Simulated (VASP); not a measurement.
Here is a VASP 6.6.1 calculation.

POSCAR

```
LiNbO3
1.0
    2.5857215875      1.4928670546      4.5504039287
   -2.5857215875      1.4928670546      4.5504039287
    0.0000000000     -2.9857341092      4.5504039287
Li Nb O
2 2 6
Direct
    0.2500000000      0.2500000000      0.2500000000
    0.7500000000      0.7500000000      0.7500000000
    0.5000000000      0.5000000000      0.5000000000
    0.0000000000      0.0000000000      0.0000000000
    0.1268592149      0.3731407851      0.7500000000
    0.3731407851      0.7500000000      0.1268592149
    0.8731407851      0.6268592149      0.2500000000
    0.2500000000      0.8731407851      0.6268592149
    0.6268592149      0.2500000000      0.8731407851
    0.7500000000      0.1268592149      0.3731407851
```

File INCAR.step1:

```
SYSTEM = LiNbO3
PREC     = Accurate       ! precision mode
ENCUT    = 520            ! plane-wave cutoff, eV
ISMEAR   = -1             ! smearing method
SIGMA    = 0.03           ! smearing width, eV
LREAL    = .False.        ! projectors in reciprocal space
LASPH    = .True.         ! aspherical terms in the spheres
NELM     = 100            ! most SCF steps
NBANDS   = 45             ! bands
GGA      = PE             ! functional
ALGO     = Normal         ! electronic algorithm
EDIFF    = 1E-4           ! SCF threshold, eV
LWAVE    = .True.         ! write WAVECAR
LCHARG   = .False.        ! write CHGCAR
```

File INCAR.step2:

```
SYSTEM = LiNbO3
PREC     = Accurate       ! precision mode
ENCUT    = 520            ! plane-wave cutoff, eV
EDIFF    = 1E-6           ! SCF threshold, eV
ISMEAR   = -1             ! smearing method
SIGMA    = 0.03           ! smearing width, eV
LREAL    = .False.        ! projectors in reciprocal space
LASPH    = .True.         ! aspherical terms in the spheres
NELM     = 100            ! most SCF steps
ALGO     = Normal         ! electronic algorithm
ISIF     = 2              ! what is computed and relaxed
LWAVE    = .False.        ! write WAVECAR
LCHARG   = .False.        ! write CHGCAR
METAGGA  = R2SCAN         ! meta-GGA
LMIXTAU  = .True.       
LUSE_VDW = .True.       
IVDW_NL  = 2            
BPARAM   = 11.95        
CPARAM   = 0.0093       
NBANDS   = 45             ! bands
ISTART   = 1
```

The input KPOINTS:

```
Automatic mesh
0
Gamma
  6 6 6
  0 0 0
```

Potentials or basis: VASP PAW PBE potentials, release 64 (Li_sv, Nb_sv, O).

Command:

```console
$ cat potpaw_PBE.64/Li_sv/POTCAR potpaw_PBE.64/Nb_sv/POTCAR potpaw_PBE.64/O/POTCAR > POTCAR
$ cp INCAR.step1 INCAR
$ mpirun -np 1 vasp_std > vasp.out
$ cp INCAR.step2 INCAR
$ mpirun -np 1 vasp_std > vasp.out
```

(1) What does it give for the largest force?

(2) What does it give for the band gap on the k mesh?

Answers

(1) 0.009 eV/Å.

(2) 2.99 eV (least direct gap 3.09 eV).

Caveat: the PAW data sets were made with another functional, which shifts forces and pressure a little.
